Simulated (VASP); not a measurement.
Hf2Ti2Ge3, 7 atoms in the cell. It takes space group R-3m (No. 166, trigonal). The conventional cell has a = 5.541 Å, b = 5.541 Å, c = 14.593 Å, α = 90.00°, β = 90.00°, γ = 120.00°. Hf (site symmetry -3m) has 6 Ge at 2.91 Å and 6 Ti at 3.22 Å within 3.8 Å. Within 3.7 Å of Hf (site symmetry -3m) lie 6 Ge at 2.77 Å and 2 Ti at 2.84 Å. Ti (site symmetry 3m) has 3 Ge at 2.58 Å and 4 Hf at 2.84 to 3.22 Å and 3 Ti at 3.30 Å within 3.4 Å. Ge (site symmetry 2/m) has 2 Ti at 2.58 Å and 4 Ge at 2.77 Å and 4 Hf at 2.77 to 2.91 Å within 3.4 Å. 

- Program: VASP 6.6.1
- Task: single point
- Functional: PBE
- Potentials or basis: VASP PAW PBE potentials, release 64 (Hf_pv, Ti_sv, Ge_d)
- Cutoff: 520 eV
- k mesh: 4 × 4 × 4
- Occupations: gaussian, width 0.2 eV
- Spin: no spin polarisation
- Dipole correction: no
- Further INCAR settings: ALGO = Normal; EDIFF = 1e-07; NBANDS = 52

Potentials or basis: VASP PAW PBE potentials, release 64 (Hf_pv, Ti_sv, Ge_d).

The run is started by

```bash
$ cat potpaw_PBE.64/Hf_pv/POTCAR potpaw_PBE.64/Ti_sv/POTCAR potpaw_PBE.64/Ge_d/POTCAR > POTCAR
$ mpirun -np 1 vasp_std > vasp.out
```

Hardware: 1 thread of Intel(R) Xeon(R) 6975P-C (Granite Rapids), with other jobs on the host.

**Question.** How long does it take, and how much memory?

**Answer.** Run time: 78 s on 1 thread of Intel(R) Xeon(R) 6975P-C (Granite Rapids), with other jobs on the host, peak memory 0.35 GiB. Counts: scf iterations 17, k points 13.
